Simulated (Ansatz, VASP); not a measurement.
**One calculation of Sb, two programs**

```
Sb
1.0
     0.00000    2.40245    2.40245
     2.40245    0.00000    2.40245
     2.40245    2.40245    0.00000
Sb
1
Direct
  0.00000 0.00000 0.00000
```

Alike in both runs: task single point; functional LDA; k mesh 10 × 10 × 10; occupations fermi-dirac, width 0.05 eV; no spin polarisation.

```csv
,VASP,Ansatz
version,VASP 6.6.1,Ansatz 0.2.0
potentials or method,"VASP PAW LDA potentials, release 64 (Sb)",Ansatz PAW
plane-wave cutoff (eV),520,420
valence electrons in the cell,5,15
```

|  | VASP | Ansatz | Ansatz less VASP |
| --- | --- | --- | --- |
| gap on the k mesh at the Fermi level (eV) | none | none | - |
| pressure (GPa) | -4.4 | -4.5 | -0.05 |

LDA's correlation is that of Perdew and Zunger in VASP and of Perdew and Wang (1992) in Ansatz. A gap of «none» marks a metal or a gap that the smearing closes. VASP's potentials hold 5 valence electrons a cell and Ansatz's 15, so a difference there can come from the potentials and not from the codes.

Spin-orbit coupling is off throughout.
